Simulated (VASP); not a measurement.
Here is a VASP 6.6.1 calculation.

The input INCAR:

```
SYSTEM = Si11SnO24
PREC = Accurate ; ENCUT = 520
EDIFF = 1E-6 ; ISMEAR = -1
SIGMA = 0.01 ; LREAL = Auto
LASPH = .True. ; NELM = 100
ALGO = Normal ; ISIF = 2
LWAVE = .False. ; LCHARG = .False.
GGA = PE ; NBANDS = 125
```

Contents of KPOINTS:

```
regular mesh
0
Gamma
  3 3 4
  0 0 0
```

Contents of POSCAR:

```
Si11SnO24
1.0
   -7.3748367111      4.2578639604      5.4316252501
    7.3748367111     -4.2578639604      5.4316252501
    2.4582789037      4.2578639604     -5.4316252501
Sn Si O
1 11 24
Direct
    0.3892896626      0.1666906295      0.2176128401
    0.8908649281      0.6584274111      0.2096109634
    0.9014970660      0.1642458276      0.7411622343
    0.4038266185      0.6748711067      0.7507129851
    0.2616432124      0.2780006649      0.5398544464
    0.7723882190      0.7624570311      0.5320573249
    0.7601326378      0.2629213342      0.0313639546
    0.2788510402      0.7677637492      0.0570054591
    0.3408659147      0.5614204452      0.2476027679
    0.8312771564      0.0709654078      0.2454796102
    0.8483265602      0.5723984243      0.7352287350
    0.3204575071      0.0563031850      0.6924980605
    0.6711359445      0.3624166767      0.4215635622
    0.1283771888      0.8347039075      0.3890549291
    0.1427250677      0.3408301499      0.9465168630
    0.6436071559      0.8476765564      0.9460085593
    0.9003254400      0.7523783435      0.7412827689
    0.3792315235      0.2358207059      0.6968105795
    0.3874121423      0.7303073746      0.2332010584
    0.8669500396      0.2375386827      0.2305192136
    0.2902438953      0.2723489975      0.3347446163
    0.8059377978      0.7352395835      0.3240486515
    0.8132787898      0.2391465689      0.8459497955
    0.3261057146      0.7636390828      0.8661205029
    0.5342334557      0.5871286802      0.3563253559
    0.0266166376      0.1028838814      0.3652111530
    0.0387332455      0.5960501387      0.8616649743
    0.5185813027      0.0919645209      0.8351975729
    0.3486814888      0.4982337078      0.7518367491
    0.8485587107      0.9795791684      0.7186648697
    0.8499810624      0.4870212876      0.2153913536
    0.3623393376      0.9855717439      0.2685920312
    0.3004921815      0.5939158842      0.4493548841
    0.7915088373      0.0933253248      0.4446792082
    0.7785000775      0.5728211902      0.9028054746
    0.2470224399      0.0629926252      0.8542658915
```

Potentials or basis: VASP PAW PBE potentials, release 64 (Sn_d, Si, O).

The run is started by

```console
$ cat potpaw_PBE.64/Sn_d/POTCAR potpaw_PBE.64/Si/POTCAR potpaw_PBE.64/O/POTCAR > POTCAR
$ mpirun -np 1 vasp_std > vasp.out
```

Problem. What does it give for the band gap on the k mesh?

Solution. 4.34 eV.

Problem. Predict the pressure.

Solution. 3.4 GPa.

Problem. Predict the largest force.

Solution. 0.042 eV/Å.

Forces in eV/Å, atoms in the order of the input:
```
Sn  -0.005 -0.006 -0.006
Si   0.005 -0.009 -0.005
Si   0.010 -0.005 -0.001
Si   0.003 -0.013  0.005
Si   0.014  0.030 -0.026
Si   0.011  0.005  0.002
Si   0.012  0.009 -0.004
Si  -0.019  0.019 -0.002
Si  -0.021  0.004 -0.004
Si  -0.007  0.000  0.000
Si   0.007  0.016 -0.002
Si  -0.033  0.000  0.019
O   -0.030 -0.018  0.015
O   -0.001 -0.006  0.000
O    0.005 -0.006 -0.004
O    0.002 -0.003  0.000
O   -0.005  0.007 -0.003
O   -0.004  0.004 -0.001
O   -0.005 -0.003  0.002
O   -0.007  0.000 -0.003
O    0.016 -0.022  0.018
O    0.002  0.005 -0.003
O    0.001  0.004  0.000
O    0.009 -0.001  0.001
O    0.001  0.007 -0.001
O   -0.001  0.006  0.003
O    0.002  0.005 -0.001
O    0.006  0.004  0.006
O    0.006 -0.004  0.000
O    0.004 -0.005  0.006
O    0.002 -0.009  0.006
O    0.028  0.014 -0.010
O   -0.006 -0.002  0.001
O   -0.009 -0.002  0.004
O   -0.003 -0.009  0.004
O    0.009 -0.016 -0.019
```

Caveat: spin-orbit coupling is left out, which moves the levels of the heavy elements.
